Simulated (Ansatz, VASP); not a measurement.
Pt in VASP and in Ansatz

```
Pt
1.0
     2.75340    0.00000    0.00000
     0.00000    2.75340    0.00000
     0.00000    0.00000   21.84080
Pt
4
Cartesian
  0.6883 0.6883 8.0704
  2.0650 2.0650 9.9587
  0.6883 0.6883 11.8821
  2.0650 2.0650 13.7704
```

Alike in both runs: functional LDA; k mesh 15 × 15 × 1; occupations fermi-dirac, width 0.05 eV; no spin polarisation.

Ansatz relaxed the structure, and its values are those at the end. VASP's run is a single point on that final structure, the one shown.

|  | VASP | Ansatz |
| --- | --- | --- |
| version | VASP 6.6.1 | Ansatz 0.2.0 |
| potentials or method | VASP PAW LDA potentials, release 64 (Pt) | PAW with Ansatz's default frozen-core files, scalar-relativistic |
| plane-wave cutoff (eV) | 520 | 420 |
| valence electrons in the cell | 40 | 72 |

|  | VASP | Ansatz | Ansatz less VASP |
| --- | --- | --- | --- |
| rms of the force components (eV/Å) | 0.019 | 0.001 | -0.0179 |

LDA's correlation is that of Perdew and Zunger in VASP and of Perdew and Wang (1992) in Ansatz. VASP's potentials hold 40 valence electrons a cell and Ansatz's 72, so a difference there can come from the potentials and not from the codes. Ansatz's warnings: stress scf threshold loose.

Neither program's run includes spin-orbit coupling.
